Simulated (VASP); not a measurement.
# V (Fm-3m) in VASP: a series of runs

V is run at these levels: PBE; tasks: single point, relaxation of cell and atoms.

Everything below comes from runs of VASP 6.6.1. Logs are shortened: lines on timing, memory, paths and dates and some standing lists are left out, and cuts for length are marked.

## (1) The cell of the first run

It takes space group Fm-3m (No. 225, cubic). The conventional cell has a = 3.817 Å, b = 3.817 Å, c = 3.817 Å, α = 90.00°, β = 90.00°, γ = 90.00°. Within 3.6 Å of V (site symmetry m-3m) lie 12 V at 2.70 Å.

## (2) Single point, PBE

INCAR reads:

```
SYSTEM = V
PREC     = Accurate       ! precision mode
ENCUT    = 520            ! plane-wave cutoff, eV
EDIFF    = 1E-7           ! SCF threshold, eV
ISMEAR   = 0              ! smearing method
SIGMA    = 0.1            ! smearing width, eV
LREAL    = .False.        ! projectors in reciprocal space
LASPH    = .True.         ! aspherical terms in the spheres
NELM     = 60             ! most SCF steps
ALGO     = Fast           ! electronic algorithm
ISIF     = 2              ! what is computed and relaxed
LWAVE    = .False.        ! write WAVECAR
LCHARG   = .False.        ! write CHGCAR
GGA      = PE             ! functional
NBANDS   = 12             ! bands
```

KPOINTS reads:

```
regular mesh
0
Gamma
  18 18 18
  0 0 0
```

POSCAR reads:

```
V
1.0
    0.0000000000      1.9082746407      1.9082746407
    1.9082746407      0.0000000000      1.9082746407
    1.9082746407      1.9082746407      0.0000000000
V
1
Direct
    0.0000000000      0.0000000000      0.0000000000
```

Potentials or basis: VASP PAW PBE potentials, release 64 (V_sv).

Started as:

```bash
$ cat potpaw_PBE.64/V_sv/POTCAR > POTCAR
$ mpirun -np 1 vasp_std > vasp.out
```

OUTCAR:

```text
SYSTEM = V
   PREC = Accurate
   ENCUT = 520
   EDIFF = 1E-7
   ISMEAR = 0
   LREAL = .False.
   LASPH = .True.
   NELM = 60
   ISIF = 2
   GGA = PE

 ion  position               nearest neighbor table
   1  0.000  0.000  0.000-

  LATTYP: Found a face centered cubic cell.
 ALAT       =     3.8165492814

  Lattice vectors:

 A1 = (   0.0000000000,   1.9082746407,   1.9082746407)
 A2 = (   1.9082746407,   0.0000000000,   1.9082746407)
 A3 = (   1.9082746407,   1.9082746407,   0.0000000000)

Analysis of symmetry for initial positions (statically):
=====================================================================
 Subroutine PRICEL returns:
 Original cell was already a primitive cell.

 Routine SETGRP: Setting up the symmetry group for a
 face centered cubic supercell.

 Subroutine GETGRP returns: Found 48 space group operations
 (whereof 48 operations were pure point group operations)
 out of a pool of 48 trial point group operations.

The static configuration has the point symmetry O_h .

Analysis of symmetry for dynamics (positions and initial velocities):
=====================================================================
 Subroutine PRICEL returns:
 Original cell was already a primitive cell.

 Routine SETGRP: Setting up the symmetry group for a
 face centered cubic supercell.

 Subroutine GETGRP returns: Found 48 space group operations
 (whereof 48 operations were pure point group operations)
 out of a pool of 48 trial point group operations.

The dynamic configuration has the point symmetry O_h .

 Subroutine INISYM returns: Found 48 space group operations
 (whereof 48 operations are pure point group operations),
 and found     1 'primitive' translations

----------------------------------------------------------------------------------------

                                     Primitive cell

  volume of cell :      13.8980

  direct lattice vectors                    reciprocal lattice vectors
     0.000000000  1.908274641  1.908274641    -0.262016792  0.262016792  0.262016792
     1.908274641  0.000000000  1.908274641     0.262016792 -0.262016792  0.262016792
     1.908274641  1.908274641  0.000000000     0.262016792  0.262016792 -0.262016792

  length of vectors
     2.698707878  2.698707878  2.698707878     0.453826397  0.453826397  0.453826397

  position of ions in fractional coordinates (direct lattice)
     0.000000000  0.000000000  0.000000000

  ion indices of the primitive-cell ions
   primitive index   ion index
                 1           1

----------------------------------------------------------------------------------------

 KPOINTS: regular mesh

Automatic generation of k-mesh.
 Grid dimensions read from file:
 generate k-points for:   18   18   18

 Generating k-lattice:

  Cartesian coordinates                     Fractional coordinates (reciprocal lattice)
    -0.014556488  0.014556488  0.014556488     0.055555556  0.000000000  0.000000000
     0.014556488 -0.014556488  0.014556488     0.000000000  0.055555556  0.000000000
     0.014556488  0.014556488 -0.014556488     0.000000000  0.000000000  0.055555556

  Length of vectors
     0.025212578  0.025212578  0.025212578

  Shift w.r.t. Gamma in fractional coordinates (k-lattice)
     0.000000000  0.000000000  0.000000000

 Subroutine IBZKPT returns following result:
 ===========================================

 Found    195 irreducible k-points:

 Following reciprocal coordinates:
            Coordinates               Weight
  0.000000  0.000000  0.000000      1.000000
  0.055556  0.000000  0.000000      8.000000
  0.111111  0.000000  0.000000      8.000000
  0.166667  0.000000  0.000000      8.000000
  0.222222  0.000000  0.000000      8.000000
  0.277778  0.000000  0.000000      8.000000
[... 16 lines left out ...]
 -0.277778  0.055556  0.000000     24.000000
 -0.222222  0.055556  0.000000     24.000000
 [... further k-points ...]
   k-points           NKPTS =    195   k-points in BZ     NKDIM =    195   number of bands    NBANDS=     12
   number of dos      NEDOS =    301   number of ions     NIONS =      1
   total plane-waves  NPLWV =   8000
   dimension x,y,z NGX =    20 NGY =   20 NGZ =   20
   dimension x,y,z NGXF=    40 NGYF=   40 NGZF=   40
   ions per type =               1
   NGX,Y,Z   is equivalent  to a cutoff of  12.32, 12.32, 12.32 a.u.
   NGXF,Y,Z  is equivalent  to a cutoff of  24.64, 24.64, 24.64 a.u.
 SYSTEM =  V
   PREC   = accura    normal or accurate (medium, high low for compatibility)
   ISTART =      0    job   : 0-new  1-cont  2-samecut
   ICHARG =      2    charge: 1-file 2-atom 10-const
   ISPIN  =      1    spin polarized calculation?
   LNONCOLLINEAR =      F non collinear calculations
   LSORBIT =      F    spin-orbit coupling
   LASPH  =      T    aspherical Exc in radial PAW
   ENCUT  =  520.0 eV  38.22 Ry    6.18 a.u.   5.02  5.02  5.02*2*pi/ulx,y,z
   NELM   =     60;   NELMIN=  2; NELMDL= -5     # of ELM steps
   EDIFF  = 0.1E-06   stopping-criterion for ELM
   LREAL  =      F    real-space projection
   EDIFFG = 0.1E-05   stopping-criterion for IOM
   NSW    =      0    number of steps for IOM
   IBRION =     -1    ionic relax: 0-MD 1-quasi-New 2-CG
   NFREE  =      0    steps in history (QN), initial steepest desc. (CG)
   ISIF   =      2    stress and relaxation
   ISYM   =      2    0-nonsym 1-usesym 2-fastsym
   POTIM  = 0.5000    time-step for ionic-motion
   TEBEG  =    0.0;   TEEND  =   0.0 temperature during run
   PSTRESS=    0.0 pullay stress
   NELECT =      13.0000    total number of electrons
   NUPDOWN=      -1.0000    fix difference up-down
   EMIN   =  10.00;   EMAX   =-10.00  energy-range for DOS
   EFERMI =   0.00;   METHOD = LEGACY
   ISMEAR =     0;   SIGMA  =   0.10  broadening in eV -4-tet -1-fermi 0-gaus
   EFERMI_NEDOS =   21; number of points for ismear=-14 and -15
   IALGO  =     68    algorithm
   IMIX   =      4    mixing-type and parameters
     AMIX     =   0.40;   BMIX     =  1.00
     AMIX_MAG =   1.60;   BMIX_MAG =  1.00
  volume/ion in A,a.u.               =      13.90        93.79
  Fermi-wavevector in a.u.,A,eV,Ry     =   1.601051  3.025547 34.876673  2.563363
  Thomas-Fermi vector in A             =   2.698090
   LORBIT       =      0    0 simple, 1 ext, 2 COOP (PROOUT), +10 PAW based schemes
   GGA     = PE    functional components
   LHFCALC =     F    Hartree Fock is set to
   AEXX    =    0.0000 exact exchange contribution
   IVDW    =     0    specifies the selected vdW correction
   LEPSILON=     F    determine dielectric tensor
   LRPA    =     F    only Hartree local field effects (RPA)
 non-spin polarized calculation
 RMM-DIIS sequential band-by-band and
 Gauss-broadening in eV      SIGMA  =   0.10
  energy-cutoff  :      520.00
  volume of cell :       13.90
 maximum number of plane-waves:       388
   NGX =  9   NGY =  9   NGZ =  9

 number of electron      13.0000002 magnetization

 Free energy of the ion-electron system (eV)
  ---------------------------------------------------
  ext. energy  EPLUGINS =         0.00000000
  ---------------------------------------------------
  free energy    TOTEN  =        -8.75380113 eV

  energy without entropy =       -8.74474139  energy(sigma->0) =       -8.74927126

 E-fermi :   9.6283     XC(G=0): -12.7385

 val. band max:        9.6281571833   @ k =  -0.0556   0.0556   0.0000
 cond. band min:       9.6377826697   @ k =  -0.2222   0.1667   0.0556
 fundamental gap:      0.0096254864
 Fermi energy:         9.6283418266

 k-point     1 :       0.0000    0.0000    0.0000
  band No.  band energies     occupation
      1     -54.4432      2.00000
      2     -27.7992      2.00000
      3     -27.7992      2.00000
      4     -27.7992      2.00000
      5       2.8077      2.00000
      6       9.7981      0.01636
      7       9.7981      0.01636
      8       9.7981      0.01636
      9      11.5359      0.00000
     10      11.5359      0.00000
     11      27.2613      0.00000
     12      32.4157      0.00000

 k-point     2 :       0.0556    0.0000    0.0000
  band No.  band energies     occupation
      1     -54.4383      2.00000
      2     -27.8246      2.00000
      3     -27.8024      2.00000
      4     -27.8024      2.00000
      5       2.9226      2.00000
      6       9.7362      0.12728
      7       9.8383      0.00298
      8       9.8383      0.00298
      9      11.5116      0.00000
     10      11.5116      0.00000
     11      27.3321      0.00000
     12      31.4396      0.00000

 k-point     3 :       0.1111    0.0000    0.0000
  band No.  band energies     occupation
      1     -54.4244      2.00000
      2     -27.8972      2.00000
      3     -27.8115      2.00000
      4     -27.8115      2.00000
      5       3.2585      2.00000
      6       9.5684      1.60318
      7       9.9430      0.00001
      8       9.9430      0.00001
      9      11.4576      0.00000
     10      11.4576      0.00000
     11      27.4090      0.00000
     12      29.7384      0.00000
[... 286 lines left out ...]
 k-point    23 :      -0.2778    0.0556    0.0000
  band No.  band energies     occupation
      1     -54.3362      2.00000
      2     -28.3258      2.00000
      3     -27.8935      2.00000
      4     -27.8585      2.00000
      5       5.4717      2.00000
      6       9.0047      2.00000
      7       9.9500      0.00001
      8      10.0574      0.00000
      9      11.6393      0.00000
     10      12.1748      0.00000
     11      22.8550      0.00000
     12      27.4989      0.00000

 k-point    24 :      -0.2222    0.0556    0.0000
  band No.  band energies     occupation
      1     -54.3639      2.00000
      2     -28.1907      2.00000
      3     -27.8749      2.00000
      4     -27.8400      2.00000
      5       4.7820      2.00000
      6       9.0324      2.00000
      7      10.0623      0.00000
      8      10.1583      0.00000
      9      11.3466      0.00000
     10      11.8662      0.00000
     11      24.6450      0.00000
     12      27.9213      0.00000

 [... further k-points ...]
[... 5 lines left out ...]
  --------------------------------------------------------------------------------------
  -------------------------------------------------------------------------------------
  Total        0.0159731      0.0159731      0.0159731     -0.0000000     -0.0000000      0.0000000
  in kB        1.8414001      1.8414001      1.8414001     -0.0000000     -0.0000000      0.0000000
  external PRESSURE =       1.8414001 kB  Pullay stress =       0.0000000 kB

 VOLUME and BASIS-vectors are now :
 -----------------------------------------------------------------------------
  energy-cutoff  :      520.00
  volume of cell :       13.90
      direct lattice vectors                 reciprocal lattice vectors
     0.000000000  1.908274641  1.908274641    -0.262016792  0.262016792  0.262016792
     1.908274641  0.000000000  1.908274641     0.262016792 -0.262016792  0.262016792
     1.908274641  1.908274641  0.000000000     0.262016792  0.262016792 -0.262016792

 POSITION                                       TOTAL-FORCE (eV/Angst)
 -----------------------------------------------------------------------------------
      0.00000      0.00000      0.00000        -0.000000      0.000000      0.000000
 -----------------------------------------------------------------------------------
    total drift:                                0.000000      0.000000      0.000000

  FREE ENERGIE OF THE ION-ELECTRON SYSTEM (eV)
  ---------------------------------------------------
  free  energy   TOTEN  =        -8.7538011345 eV

  energy  without entropy=       -8.7447413874  energy(sigma->0) =       -8.74927126
```

Wall time 28 s (1 thread of Intel Xeon Platinum 8488C (Sapphire Rapids), shared host); peak memory 0.14 GiB.

Results:

```yaml
Free_energy: -8.7538 eV
Pressure: 0.2 GPa
```

Levels at points of the mesh, in eV from the Fermi level:
| k point | band 3 | band 4 | band 5 | band 6 | band 7 | band 8 | band 9 | band 10 |
| --- | --- | --- | --- | --- | --- | --- | --- | --- |
| (0.00, 0.00, 0.00) | -37.43 | -37.43 | -6.82 | 0.17 | 0.17 | 0.17 | 1.91 | 1.91 |
| (0.50, 0.00, 0.00) | -37.53 | -37.53 | -3.31 | 0.05 | 0.05 | 0.80 | 3.07 | 3.07 |
| (0.50, 0.50, 0.00) | -37.71 | -37.71 | -3.45 | -2.60 | 3.05 | 3.37 | 3.37 | 3.39 |

[end of part 1 of 2]
